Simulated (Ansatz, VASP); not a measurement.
# One calculation of C2N, two programs

Contents of INCAR:

```
SYSTEM = C2N
PREC = Accurate
ENCUT = 520
EDIFF = 1E-6
ISMEAR = 0
SIGMA = 0.1
LREAL = .FALSE.
LASPH = .TRUE.
NELM = 150
ALGO = Normal
ISIF = 2
LWAVE = .FALSE.
LCHARG = .FALSE.
ISPIN = 2
MAGMOM = 1 1 1 1 1 1
LORBIT = 11
GGA = PE
NBANDS = 26
```

Contents of KPOINTS:

```
Automatic mesh
0
G
  8 6 6
  0 0 0
```

The input POSCAR:

```
C2N
1.0
    2.3277907800      0.0000000000      0.0000000000
    0.1723708100      2.7907859800      0.0000000000
    0.6671719600      1.1283629100      3.2251458900
C N
4 2
Direct
    0.2805090000      0.2817679900      0.8184990300
    0.7935289700      0.5222669800      0.6717619900
    0.2064710300      0.4777330200      0.3282380100
    0.7194910000      0.7182320100      0.1815009700
    0.8716260200      0.9803190200      0.7543720000
    0.1283739800      0.0196809800      0.2456280000
```

Input for Ansatz:

```yaml
crystal:
  lattice:
    - [2.32779078, 0.0, 0.0]
    - [0.17237081, 2.79078598, 0.0]
    - [0.66717196, 1.12836291, 3.22514589]
  atoms:
    - { symbol: C, position: [0.280509, 0.28176799, 0.81849903], spin: 1.0 }
    - { symbol: C, position: [0.79352897, 0.52226698, 0.67176199], spin: 1.0 }
    - { symbol: C, position: [0.20647103, 0.47773302, 0.32823801], spin: 1.0 }
    - { symbol: C, position: [0.719491, 0.71823201, 0.18150097], spin: 1.0 }
    - { symbol: "N", position: [0.87162602, 0.98031902, 0.754372], spin: 1.0 }
    - { symbol: "N", position: [0.12837398, 0.01968098, 0.245628], spin: 1.0 }
basis:
  ecutwfc: 420
kpoints:
  mp_grid: { grid: [8, 6, 6] }
hamiltonian:
  xc: pbe
scf:
  occupations: { method: gaussian, width: 0.1 }
  lower_state_search: "off"
output:
  forces: true
  stress: true
  eigenvalues: true
  populations: true
magnetization:
  spin_polarized: true
```

Alike in both runs: task single point; functional PBE; k mesh 8 × 6 × 6; occupations gaussian, width 0.1 eV; collinear spin.

|  | VASP | Ansatz |
| --- | --- | --- |
| version | VASP 6.6.1 | Ansatz 0.2.0 |
| potentials or method | VASP PAW PBE potentials, release 64 (C, N), cutoff 520 eV | scalar-relativistic, plane waves, PAW |
| valence electrons in the cell | 26 | 26 |

```tsv
	VASP	Ansatz	Ansatz less VASP
gap on the k mesh at the Fermi level (eV)	none	none	-
rms of the force components (eV/Å)	5.936	5.909	-0.0266
net moment per atom (μB)	0.00	0.00	0.000
```

Atom by atom the forces differ by 0.090 eV/Å (rms over components). A gap of «none» marks a metal or a gap that the smearing closes. The functional is the same, so the differences come from potentials, cutoffs and numerics. Ansatz's warnings: seeded moment not kept.

The k mesh is coarse, so the values compare programs but aren't converged.
